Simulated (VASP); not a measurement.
Runs of VASP 6.6.1 on FeGe (B20). The structure is that of space group P2_13 (No. 198), or close to it. The cells are those of the table. 

```csv
cell,gap on the mesh (eV),pressure (GPa),largest force (eV/Å)
"a = 4.503 Å, 8 atoms",0.10,11.6,0.04
"a = 4.554 Å, 8 atoms",0.10,(a),0.03
"a = 4.452 Å, 8 atoms",0.09,(b),0.03
"a = 4.604 Å, 8 atoms",0.11,-2.6,0.03
```

Alike in all rows: task single point; level PBEsol; potentials or basis VASP PAW PBE potentials, release 64 (Fe, Ge_d); no spin polarisation; k mesh 10 × 10 × 10; cutoff (eV) 520; smearing gaussian 0.03 eV.

Problem. Estimate the missing entries.

Solution. (a) 3.7; (b) 21.0.

Caveats: the PAW data sets were made with another functional, which shifts forces and pressure a little.

A k mesh can miss the band edges, and the runs leave out spin-orbit coupling on Ge.
